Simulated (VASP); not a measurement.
# Ag in VASP: relaxation of the atoms with PBE

Aim: the relaxation of the atoms of Ag with PBE.

Everything below comes from runs of VASP 6.6.1. Logs are shortened: lines on timing, memory, paths and dates and some standing lists are left out, and cuts for length are marked.

**1. The cell of the first run**

The cell holds a slab with vacuum, 4 atoms: a = 2.933 Å, b = 2.933 Å, c = 22.222 Å, α = 90.00°, β = 90.00°, γ = 90.00°.

**2. Relaxation of the atoms, PBE**

Input file INCAR:

```
  PREC = Accurate
  ENCUT = 520
  EDIFF = 1E-6
  ISMEAR = -1
  SIGMA = 0.1
  LREAL = F
  LASPH = T
  NELM = 100
  ALGO = Normal
  ISIF = 2
  LWAVE = F
  LCHARG = F
  LDIPOL = T
  IDIPOL = 3
  DIPOL = 0.5 0.5 0.500
  GGA = PE
  IBRION = 2
  NSW = 32
  EDIFFG = -0.01
  KPAR = 4
```

Input file KPOINTS:

```
Automatic mesh
0
Gamma
  12 12 1
```

Input file POSCAR:

```
Ag
1.0
    2.9330648186      0.0000000000      0.0000000000
    0.0000000000      2.9330648186      0.0000000000
    0.0000000000      0.0000000000     22.2220000000
Ag
4
Direct
    0.2500000000      0.2500000000      0.3620074681
    0.7500000000      0.7500000000      0.4533605956
    0.2500000000      0.2500000000      0.5466394065
    0.7500000000      0.7500000000      0.6379925293
```

Potentials or basis: VASP PAW PBE potentials, release 64 (Ag).

Launch:

```sh
cat potpaw_PBE.64/Ag/POTCAR > POTCAR
mpirun -np 4 vasp_std > vasp.out
```

OUTCAR:

```text
PREC = Accurate
   ENCUT = 520
   EDIFF = 1E-6
   ISMEAR = -1
   LREAL = F
   LASPH = T
   NELM = 100
   ISIF = 2
   GGA = PE
   IBRION = 2
   NSW = 32
   EDIFFG = -0.01

 ion  position               nearest neighbor table
   1  0.250  0.250  0.362-   2 2.90   2 2.90   2 2.90   2 2.90
   2  0.750  0.750  0.453-   1 2.90   1 2.90   1 2.90   1 2.90   3 2.93   3 2.93   3 2.93   3 2.93

   3  0.250  0.250  0.547-   4 2.90   4 2.90   4 2.90   4 2.90   2 2.93   2 2.93   2 2.93   2 2.93

   4  0.750  0.750  0.638-   3 2.90   3 2.90   3 2.90   3 2.90

  LATTYP: Found a simple tetragonal cell.
 ALAT       =     2.9330648186
 C/A-ratio  =     7.5763753529

  Lattice vectors:

 A1 = (   2.9330648186,   0.0000000000,   0.0000000000)
 A2 = (   0.0000000000,   2.9330648186,   0.0000000000)
 A3 = (   0.0000000000,   0.0000000000,  22.2220000000)

Analysis of symmetry for initial positions (statically):
=====================================================================
 Subroutine PRICEL returns:
 Original cell was already a primitive cell.

 Routine SETGRP: Setting up the symmetry group for a
 simple tetragonal supercell.

 Subroutine GETGRP returns: Found 16 space group operations
 (whereof  4 operations were pure point group operations)
 out of a pool of 16 trial point group operations.

The static configuration has the point symmetry C_2h.
 The point group associated with its full space group is D_4h.

Analysis of symmetry for dynamics (positions and initial velocities):
=====================================================================
 Subroutine PRICEL returns:
 Original cell was already a primitive cell.

 Routine SETGRP: Setting up the symmetry group for a
 simple tetragonal supercell.

 Subroutine GETGRP returns: Found 16 space group operations
 (whereof  4 operations were pure point group operations)
 out of a pool of 16 trial point group operations.

The dynamic configuration has the point symmetry C_2h.
 The point group associated with its full space group is D_4h.

 Subroutine INISYM returns: Found 16 space group operations
 (whereof  4 operations are pure point group operations),
 and found     1 'primitive' translations

----------------------------------------------------------------------------------------

                                     Primitive cell

  volume of cell :     191.1730

  direct lattice vectors                    reciprocal lattice vectors
     2.933064819  0.000000000  0.000000000     0.340940300  0.000000000  0.000000000
     0.000000000  2.933064819  0.000000000     0.000000000  0.340940300  0.000000000
     0.000000000  0.000000000 22.222000000     0.000000000  0.000000000  0.045000450

  length of vectors
     2.933064819  2.933064819 22.222000000     0.340940300  0.340940300  0.045000450

  position of ions in fractional coordinates (direct lattice)
     0.250000000  0.250000000  0.362007468
     0.750000000  0.750000000  0.453360596
     0.250000000  0.250000000  0.546639406
     0.750000000  0.750000000  0.637992529

  ion indices of the primitive-cell ions
   primitive index   ion index
                 1           1
                 2           2
                 3           3
                 4           4

----------------------------------------------------------------------------------------

 KPOINTS: Automatic mesh

Automatic generation of k-mesh.
 Grid dimensions read from file:
 generate k-points for:   12   12    1

 Generating k-lattice:

  Cartesian coordinates                     Fractional coordinates (reciprocal lattice)
     0.028411692  0.000000000  0.000000000     0.083333333  0.000000000  0.000000000
     0.000000000  0.028411692  0.000000000     0.000000000  0.083333333  0.000000000
     0.000000000  0.000000000  0.045000450     0.000000000  0.000000000  1.000000000

  Length of vectors
     0.028411692  0.028411692  0.045000450

  Shift w.r.t. Gamma in fractional coordinates (k-lattice)
     0.000000000  0.000000000  0.000000000

 Subroutine IBZKPT returns following result:
 ===========================================

 Found     28 irreducible k-points:

 Following reciprocal coordinates:
            Coordinates               Weight
  0.000000  0.000000  0.000000      1.000000
  0.083333  0.000000  0.000000      4.000000
  0.166667  0.000000  0.000000      4.000000
  0.250000  0.000000  0.000000      4.000000
  0.333333  0.000000  0.000000      4.000000
  0.416667  0.000000  0.000000      4.000000
[... 16 lines left out ...]
  0.333333  0.333333  0.000000      4.000000
  0.416667  0.333333  0.000000      8.000000
 [... further k-points ...]
   k-points           NKPTS =     28   k-points in BZ     NKDIM =     28   number of bands    NBANDS=     26
   number of dos      NEDOS =    301   number of ions     NIONS =      4
   total plane-waves  NPLWV =  96768
   dimension x,y,z NGX =    24 NGY =   24 NGZ =  168
   dimension x,y,z NGXF=    48 NGYF=   48 NGZF=  336
   ions per type =               4
   NGX,Y,Z   is equivalent  to a cutoff of  13.60, 13.60, 12.57 a.u.
   NGXF,Y,Z  is equivalent  to a cutoff of  27.21, 27.21, 25.14 a.u.
 SYSTEM =  unknown system
   PREC   = accura    normal or accurate (medium, high low for compatibility)
   ISTART =      0    job   : 0-new  1-cont  2-samecut
   ICHARG =      2    charge: 1-file 2-atom 10-const
   ISPIN  =      1    spin polarized calculation?
   LNONCOLLINEAR =      F non collinear calculations
   LSORBIT =      F    spin-orbit coupling
   LASPH  =      T    aspherical Exc in radial PAW
   ENCUT  =  520.0 eV  38.22 Ry    6.18 a.u.   5.45  5.45 41.32*2*pi/ulx,y,z
   NELM   =    100;   NELMIN=  2; NELMDL= -5     # of ELM steps
   EDIFF  = 0.1E-05   stopping-criterion for ELM
   LREAL  =      F    real-space projection
   EDIFFG = -.1E-01   stopping-criterion for IOM
   NSW    =     32    number of steps for IOM
   IBRION =      2    ionic relax: 0-MD 1-quasi-New 2-CG
   NFREE  =      1    steps in history (QN), initial steepest desc. (CG)
   ISIF   =      2    stress and relaxation
   ISYM   =      2    0-nonsym 1-usesym 2-fastsym
   POTIM  = 0.5000    time-step for ionic-motion
   TEBEG  =    0.0;   TEEND  =   0.0 temperature during run
   PSTRESS=    0.0 pullay stress
   NELECT =      44.0000    total number of electrons
   NUPDOWN=      -1.0000    fix difference up-down
   EMIN   =  10.00;   EMAX   =-10.00  energy-range for DOS
   EFERMI =   0.00;   METHOD = LEGACY
   ISMEAR =    -1;   SIGMA  =   0.10  broadening in eV -4-tet -1-fermi 0-gaus
   EFERMI_NEDOS =   21; number of points for ismear=-14 and -15
   IALGO  =     38    algorithm
   IMIX   =      4    mixing-type and parameters
     AMIX     =   0.40;   BMIX     =  1.00
     AMIX_MAG =   1.60;   BMIX_MAG =  1.00
  volume/ion in A,a.u.               =      47.79       322.52
  Fermi-wavevector in a.u.,A,eV,Ry     =   1.003268  1.895901 13.694895  1.006546
  Thomas-Fermi vector in A             =   2.135809
   LORBIT       =      0    0 simple, 1 ext, 2 COOP (PROOUT), +10 PAW based schemes
   GGA     = PE    functional components
   LHFCALC =     F    Hartree Fock is set to
   AEXX    =    0.0000 exact exchange contribution
   IVDW    =     0    specifies the selected vdW correction
   LEPSILON=     F    determine dielectric tensor
   LRPA    =     F    only Hartree local field effects (RPA)
 conjugate gradient relaxation of ions
 non-spin polarized calculation
  energy-cutoff  :      520.00
  volume of cell :      191.17
 maximum number of plane-waves:      5195
 NGX is ok and might be reduce to    24
   NGX = 11   NGY = 11   NGZ = 83

 dipolmoment           0.000000      0.000000     -0.000000 electrons x Angstroem

 number of electron      44.0000009 magnetization

 dipolmoment           0.000000      0.000000      0.000000 electrons x Angstroem

 Free energy of the ion-electron system (eV)
  ---------------------------------------------------
  ext. energy  EPLUGINS =         0.00000000
  ---------------------------------------------------
  free energy    TOTEN  =       -10.00794184 eV

  energy without entropy =       -9.97000130  energy(sigma->0) =       -9.98897157

 E-fermi :   0.3409     XC(G=0):  -5.2139

 val. band max:        0.2199957167   @ k =   0.0000   0.0000   0.0000
 cond. band min:       0.4035087500   @ k =   0.3333   0.3333   0.0000
 fundamental gap:      0.1835130333
 Fermi energy:         0.3408966385

 k-point     1 :       0.0000    0.0000    0.0000
  band No.  band energies     occupation
      1      -6.6934      2.00000
      2      -5.7376      2.00000
      3      -5.6038      2.00000
      4      -5.4251      2.00000
      5      -5.1868      2.00000
      6      -5.1819      2.00000
[... 18 lines left out ...]
     25       1.7758      0.00000
     26       4.3979      0.00000

 k-point     2 :       0.0833    0.0000    0.0000
  band No.  band energies     occupation
      1      -6.5624      2.00000
      2      -5.6655      2.00000
      3      -5.5343      2.00000
      4      -5.3393      2.00000
      5      -5.1740      2.00000
      6      -5.0654      2.00000
[... 18 lines left out ...]
     25       2.0311      0.00000
     26       4.5265      0.00000

 k-point     3 :       0.1667    0.0000    0.0000
  band No.  band energies     occupation
      1      -6.2068      2.00000
      2      -5.5470      2.00000
      3      -5.2753      2.00000
      4      -5.2149      2.00000
      5      -5.1466      2.00000
      6      -4.7523      2.00000
[... 572 lines left out ...]
 k-point    23 :       0.3333    0.3333    0.0000
  band No.  band energies     occupation
      1      -5.2410      2.00000
      2      -5.2341      2.00000
      3      -5.2194      2.00000
      4      -5.1532      2.00000
      5      -4.7073      2.00000
      6      -4.6839      2.00000
[... 18 lines left out ...]
     25       4.7838      0.00000
     26       6.3923      0.00000

 k-point    24 :       0.4167    0.3333    0.0000
  band No.  band energies     occupation
      1      -5.3659      2.00000
      2      -5.3520      2.00000
      3      -5.3404      2.00000
      4      -5.3030      2.00000
      5      -4.7611      2.00000
      6      -4.7427      2.00000
[... 18 lines left out ...]
     25       4.8611      0.00000
     26       5.6745      0.00000

 [... further k-points ...]

------------------------ aborting loop because EDIFF is reached ----------------------------------------

 vacuum level on the upper side and lower side of the slab       (xc-potential included)        -0.134        -0.134

  FORCE on cell =-STRESS in cart. coord.  units (eV):
  Direction    XX          YY          ZZ          XY          YZ          ZX
  --------------------------------------------------------------------------------------
  -------------------------------------------------------------------------------------
  Total       -0.8652997     -0.8652997     -0.0774488      0.0000000      0.0000000      0.0000000
  in kB       -7.2518814     -7.2518814     -0.6490806      0.0000000      0.0000000      0.0000000
  external PRESSURE =      -5.0509478 kB  Pullay stress =       0.0000000 kB

 VOLUME and BASIS-vectors are now :
 -----------------------------------------------------------------------------
  energy-cutoff  :      520.00
  volume of cell :      191.17
      direct lattice vectors                 reciprocal lattice vectors
     2.933064819  0.000000000  0.000000000     0.340940300  0.000000000  0.000000000
     0.000000000  2.933064819  0.000000000     0.000000000  0.340940300  0.000000000
     0.000000000  0.000000000 22.222000000     0.000000000  0.000000000  0.045000450

 POSITION                                       TOTAL-FORCE (eV/Angst)
 -----------------------------------------------------------------------------------
      0.73327      0.73327      8.04453        -0.000000     -0.000000      0.004406
      2.19980      2.19980     10.07458         0.000000     -0.000000      0.008829
      0.73327      0.73327     12.14742        -0.000000     -0.000000     -0.008829
      2.19980      2.19980     14.17747         0.000000      0.000000     -0.004406
 -----------------------------------------------------------------------------------
    total drift:                                0.000000      0.000000      0.000007

  FREE ENERGIE OF THE ION-ELECTRON SYSTEM (eV)
  ---------------------------------------------------
  free  energy   TOTEN  =       -10.0079418378 eV

  energy  without entropy=       -9.9700013012  energy(sigma->0) =       -9.98897157

 reached required accuracy - stopping structural energy minimisation

 vacuum level on the upper side and lower side of the slab         4.426         4.426
```

Wall time 98 s (4 MPI ranks of Oxide Virtual Turin-like, shared host); peak memory 0.33 GiB.

What came out:

| Item | Value |
| --- | --- |
| Free energy | -10.0079 eV |
| Largest force after relaxing | 0.009 eV/Å |
| Band gap on the k mesh | zero (bands 22 and 23 overlap by 4.93 eV) |

Forces in eV/Å, atoms in the order of the input:
```
Ag   0.000  0.000  0.004
Ag   0.000  0.000  0.009
Ag   0.000  0.000 -0.009
Ag   0.000  0.000 -0.004
```

Final structure:
```
CELL_PARAMETERS angstrom
2.93306 0.00000 0.00000
0.00000 2.93306 0.00000
0.00000 0.00000 22.22200
ATOMIC_POSITIONS crystal
Ag 0.25000 0.25000 0.36201
Ag 0.75000 0.75000 0.45336
Ag 0.25000 0.25000 0.54664
Ag 0.75000 0.75000 0.63799
```

Caveat: the relaxation stopped at its first step, so nothing moved.
